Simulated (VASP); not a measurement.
# WAu: single point with PBE

Crystal: WAu.

```
W Au
1.0
     3.94208    0.00000    0.00000
     0.00000    3.94208    0.00000
     0.00000    0.00000    4.28927
W Au
2 2
Cartesian
  0.0000 1.9710 2.1428
  1.9710 0.0000 2.1464
  0.0000 0.0000 0.0000
  1.9710 1.9710 0.0000
```

```yaml
Program: VASP 6.6.1
Task: single point
Functional: PBE
Potentials_or_basis: VASP PAW PBE potentials, release 64 (W_sv, Au)
Cutoff: 520 eV
k_mesh: 4 × 4 × 4
Occupations: gaussian, width 0.1 eV
Spin: no spin polarisation
```

```
Pressure               : 0.1 GPa
Largest force          : 0.020 eV/Å
Band gap on the k mesh : zero (bands 25 and 26 overlap by 1.45 eV)
```

Forces in eV/Å, atoms in the order of the input:
```
W    0.000  0.000  0.020
W    0.000  0.000 -0.020
Au   0.000  0.000  0.000
Au   0.000  0.000  0.000
```

Stress tensor (GPa, compression positive):
```
 0.16  0.00  0.00
 0.00  0.16  0.00
 0.00  0.00 -0.11
```

Levels at points of the mesh, in eV from the Fermi level:
| k point | band 22 | band 23 | band 24 | band 25 | band 26 | band 27 | band 28 | band 29 |
| --- | --- | --- | --- | --- | --- | --- | --- | --- |
| (0.00, 0.00, 0.00) | -1.17 | 0.39 | 1.11 | 1.11 | 1.86 | 1.86 | 2.18 | 2.66 |
| (0.50, 0.00, 0.00) | -1.06 | -0.53 | -0.53 | -0.16 | -0.16 | 0.45 | 0.45 | 1.66 |
| (0.50, 0.50, 0.00) | -3.28 | -2.39 | -2.39 | -0.05 | -0.05 | 0.68 | 0.68 | 2.14 |
| (0.00, 0.00, 0.50) | -2.82 | -2.82 | -1.84 | -1.34 | 0.70 | 1.36 | 1.36 | 3.66 |
| (0.50, 0.00, 0.50) | -3.18 | -0.24 | -0.24 | -0.20 | -0.20 | 0.32 | 0.32 | 2.12 |
| (0.50, 0.50, 0.50) | -1.13 | -1.11 | -1.11 | -0.35 | -0.35 | 1.45 | 1.45 | 2.33 |

Run time: 74 s on 1 thread of Intel Xeon 8259CL, with other jobs on the host, peak memory 0.19 GiB.

Caveat: the k points lie up to 0.40 Å⁻¹ apart, too coarse for converged energies and pressures of a metal; spin-orbit coupling is left out, which moves the levels of the heavy elements.
